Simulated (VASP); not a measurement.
# Ag (Fm-3m) in VASP: single point with PBEsol

Aim: the single point of Ag with PBEsol.

Everything below comes from runs of VASP 6.6.1. Logs are shortened: lines on timing, memory, paths and dates and some standing lists are left out, and cuts for length are marked.

## 1. The cell of the first run

It takes space group Fm-3m (No. 225, cubic). Conventional cell: a = 4.085 Å, b = 4.085 Å, c = 4.085 Å, α = 90.00°, β = 90.00°, γ = 90.00°. Within 3.8 Å of Ag (site symmetry m-3m) lie 12 Ag at 2.89 Å.

## 2. Single point, PBEsol

The input, INCAR:

```
SYSTEM = Ag
  ALGO = Normal
  EDIFF = 1E-6
  ENCUT = 500
  GGA = PS
  GGA_COMPAT = .False.
  ISIF = 2
  ISMEAR = -1
  LASPH = .True.
  LCHARG = .True.
  LELF = .True.
  LREAL = .False.
  LVHAR = .True.
  LWAVE = .False.
  NBANDS = 12
  NELM = 120
  PREC = Accurate
  SIGMA = 0.05
```

The input, KPOINTS:

```
k-points
0
Gamma
  13 13 13
  0 0 0
```

The input, POSCAR:

```
Ag
1.0
    0.0000000000      2.0427500000      2.0427500000
    2.0427500000      0.0000000000      2.0427500000
    2.0427500000      2.0427500000      0.0000000000
Ag
1
Direct
    0.0000000000      0.0000000000      0.0000000000
```

Potentials or basis: VASP PAW PBE potentials, release 64 (Ag).

Run with:

```bash
cat potpaw_PBE.64/Ag/POTCAR > POTCAR
mpirun -np 1 vasp_std > vasp.out
```

OUTCAR:

```text
SYSTEM = Ag
   EDIFF = 1E-6
   ENCUT = 500
   GGA = PS
   ISIF = 2
   ISMEAR = -1
   LASPH = .True.
   LREAL = .False.
   NELM = 120
   PREC = Accurate

 ion  position               nearest neighbor table
   1  0.000  0.000  0.000-

  LATTYP: Found a face centered cubic cell.
 ALAT       =     4.0855000000

  Lattice vectors:

 A1 = (   0.0000000000,   2.0427500000,   2.0427500000)
 A2 = (   2.0427500000,   0.0000000000,   2.0427500000)
 A3 = (   2.0427500000,   2.0427500000,   0.0000000000)

Analysis of symmetry for initial positions (statically):
=====================================================================
 Subroutine PRICEL returns:
 Original cell was already a primitive cell.

 Routine SETGRP: Setting up the symmetry group for a
 face centered cubic supercell.

 Subroutine GETGRP returns: Found 48 space group operations
 (whereof 48 operations were pure point group operations)
 out of a pool of 48 trial point group operations.

The static configuration has the point symmetry O_h .

Analysis of symmetry for dynamics (positions and initial velocities):
=====================================================================
 Subroutine PRICEL returns:
 Original cell was already a primitive cell.

 Routine SETGRP: Setting up the symmetry group for a
 face centered cubic supercell.

 Subroutine GETGRP returns: Found 48 space group operations
 (whereof 48 operations were pure point group operations)
 out of a pool of 48 trial point group operations.

The dynamic configuration has the point symmetry O_h .

 Subroutine INISYM returns: Found 48 space group operations
 (whereof 48 operations are pure point group operations),
 and found     1 'primitive' translations

----------------------------------------------------------------------------------------

                                     Primitive cell

  volume of cell :      17.0481

  direct lattice vectors                    reciprocal lattice vectors
     0.000000000  2.042750000  2.042750000    -0.244768082  0.244768082  0.244768082
     2.042750000  0.000000000  2.042750000     0.244768082 -0.244768082  0.244768082
     2.042750000  2.042750000  0.000000000     0.244768082  0.244768082 -0.244768082

  length of vectors
     2.888884755  2.888884755  2.888884755     0.423950755  0.423950755  0.423950755

  position of ions in fractional coordinates (direct lattice)
     0.000000000  0.000000000  0.000000000

  ion indices of the primitive-cell ions
   primitive index   ion index
[... 75 lines left out ...]
   EDIFFG = 0.1E-04   stopping-criterion for IOM
   NSW    =      0    number of steps for IOM
   IBRION =     -1    ionic relax: 0-MD 1-quasi-New 2-CG
   NFREE  =      0    steps in history (QN), initial steepest desc. (CG)
   ISIF   =      2    stress and relaxation
   ISYM   =      2    0-nonsym 1-usesym 2-fastsym
   POTIM  = 0.5000    time-step for ionic-motion
   TEBEG  =    0.0;   TEEND  =   0.0 temperature during run
   PSTRESS=    0.0 pullay stress
   NELECT =      11.0000    total number of electrons
   NUPDOWN=      -1.0000    fix difference up-down
   EMIN   =  10.00;   EMAX   =-10.00  energy-range for DOS
   EFERMI =   0.00;   METHOD = LEGACY
   ISMEAR =    -1;   SIGMA  =   0.05  broadening in eV -4-tet -1-fermi 0-gaus
   EFERMI_NEDOS =   21; number of points for ismear=-14 and -15
   IALGO  =     38    algorithm
   IMIX   =      4    mixing-type and parameters
     AMIX     =   0.40;   BMIX     =  1.00
     AMIX_MAG =   1.60;   BMIX_MAG =  1.00
  volume/ion in A,a.u.               =      17.05       115.05
  Fermi-wavevector in a.u.,A,eV,Ry     =   1.414644  2.673290 27.228221  2.001218
  Thomas-Fermi vector in A             =   2.536165
   LORBIT       =      0    0 simple, 1 ext, 2 COOP (PROOUT), +10 PAW based schemes
   GGA     = PS    functional components
   LHFCALC =     F    Hartree Fock is set to
   AEXX    =    0.0000 exact exchange contribution
   IVDW    =     0    specifies the selected vdW correction
   LEPSILON=     F    determine dielectric tensor
   LRPA    =     F    only Hartree local field effects (RPA)
 non-spin polarized calculation
  energy-cutoff  :      500.00
  volume of cell :       17.05
 maximum number of plane-waves:       444
 NGX is ok and might be reduce to    24
   NGX = 11   NGY = 11   NGZ = 11

 number of electron      10.9999999 magnetization

 Free energy of the ion-electron system (eV)
  ---------------------------------------------------
  ext. energy  EPLUGINS =         0.00000000
  ---------------------------------------------------
  free energy    TOTEN  =        -3.30590598 eV

  energy without entropy =       -3.30316142  energy(sigma->0) =       -3.30453370

 E-fermi :   8.4058     XC(G=0): -12.4142

 val. band max:        8.2433990328   @ k =  -0.4615   0.0769   0.0000
 cond. band min:       8.4244009021   @ k =   0.4615   0.3077   0.0000
 fundamental gap:      0.1810018693
 Fermi energy:         8.4057959396

 k-point     1 :       0.0000    0.0000    0.0000
  band No.  band energies     occupation
      1       0.4015      2.00000
      2       3.4560      2.00000
      3       3.4560      2.00000
      4       3.4560      2.00000
      5       4.5023      2.00000
      6       4.5023      2.00000
      7      24.2191      0.00000
      8      27.7920      0.00000
      9      27.7920      0.00000
     10      27.7920      0.00000
     11      32.6134      0.00000
     12      33.7355      0.00000
[... 331 lines left out ...]
 k-point    24 :       0.4615    0.1538    0.0000
  band No.  band energies     occupation
      1       2.2150      2.00000
      2       3.2581      2.00000
      3       3.8286      2.00000
      4       4.0492      2.00000
      5       5.3247      2.00000
      6       7.8516      1.99997
      7      13.8803      0.00000
      8      22.4788      0.00000
      9      23.6339      0.00000
     10      24.7741      0.00000
     11      33.0858      0.00000
     12      33.1248      0.00000

 [... further k-points ...]
[... 5 lines left out ...]
  --------------------------------------------------------------------------------------
  -------------------------------------------------------------------------------------
  Total       -0.3146133     -0.3146133     -0.3146133     -0.0000000     -0.0000000      0.0000000
  in kB      -29.5673185    -29.5673185    -29.5673185     -0.0000000     -0.0000000      0.0000000
  external PRESSURE =     -29.5673185 kB  Pullay stress =       0.0000000 kB

 VOLUME and BASIS-vectors are now :
 -----------------------------------------------------------------------------
  energy-cutoff  :      500.00
  volume of cell :       17.05
      direct lattice vectors                 reciprocal lattice vectors
     0.000000000  2.042750000  2.042750000    -0.244768082  0.244768082  0.244768082
     2.042750000  0.000000000  2.042750000     0.244768082 -0.244768082  0.244768082
     2.042750000  2.042750000  0.000000000     0.244768082  0.244768082 -0.244768082

 POSITION                                       TOTAL-FORCE (eV/Angst)
 -----------------------------------------------------------------------------------
      0.00000      0.00000      0.00000         0.000000     -0.000000      0.000000
 -----------------------------------------------------------------------------------
    total drift:                               -0.000000      0.000000     -0.000000

  FREE ENERGIE OF THE ION-ELECTRON SYSTEM (eV)
  ---------------------------------------------------
  free  energy   TOTEN  =        -3.3059059845 eV

  energy  without entropy=       -3.3031614209  energy(sigma->0) =       -3.30453370
```

OSZICAR:

```text
N       E                     dE             d eps       ncg     rms          rms(c)
DAV:   1     0.496323046569E+02    0.49632E+02   -0.53086E+03  2048   0.797E+02
DAV:   2    -0.285640618361E+01   -0.52489E+02   -0.49480E+02  2348   0.189E+02
DAV:   3    -0.365830524209E+01   -0.80190E+00   -0.80129E+00  2368   0.246E+01
DAV:   4    -0.366063496273E+01   -0.23297E-02   -0.23296E-02  2356   0.141E+00
DAV:   5    -0.366065242883E+01   -0.17466E-04   -0.17466E-04  2324   0.109E-01    0.555E+00
DAV:   6    -0.331982388935E+01    0.34083E+00   -0.13867E+00  2184   0.104E+01    0.331E+00
DAV:   7    -0.330991526903E+01    0.99086E-02   -0.10911E-02  2348   0.973E-01    0.189E+00
DAV:   8    -0.330589694658E+01    0.40183E-02   -0.74293E-04  2296   0.188E-01    0.102E-01
DAV:   9    -0.330590423396E+01   -0.72874E-05   -0.95185E-06  2372   0.219E-02    0.195E-02
DAV:  10    -0.330590621037E+01   -0.19764E-05   -0.23389E-06  2376   0.126E-02    0.470E-03
DAV:  11    -0.330590598455E+01    0.22582E-06   -0.74484E-08  1204   0.225E-03
   1 F= -.33059060E+01 E0= -.33045337E+01  d E =-.274456E-02
```

stdout:

```text
POSCAR found type information on POSCAR Ag
 POSCAR found :  1 types and       1 ions
 scaLAPACK will be used
 -----------------------------------------------------------------------------
|                                                                             |
|                                                                             |
|     You enforced a specific xc type in the INCAR file but a different       |
|     I HOPE YOU KNOW WHAT YOU ARE DOING!                                     |
|                                                                             |
 -----------------------------------------------------------------------------

 LDA part: xc-table for (Slater+PW92), standard interpolation
 POSCAR, INCAR and KPOINTS ok, starting setup
 FFT: planning ... GRIDC
 FFT: planning ... GRID_SOFT
 FFT: planning ... GRID
 WAVECAR not read
 entering main loop
```

Run time: 29 s. Hardware: 1 thread of Intel Xeon 8259CL, shared host; peak memory 0.15 GiB.

What came out:

```yaml
Free_energy: -3.3059 eV
Pressure: -3.0 GPa
```

Levels at points of the mesh, in eV from the Fermi level:
```tsv
k point	band 2	band 3	band 4	band 5	band 6	band 7	band 8	band 9	band 10	band 11
(0.00, 0.00, 0.00)	-4.95	-4.95	-4.95	-3.90	-3.90	15.81	19.39	19.39	19.39	24.21
```

Caveat: the PAW data sets were made with another functional, which shifts forces and pressure a little.
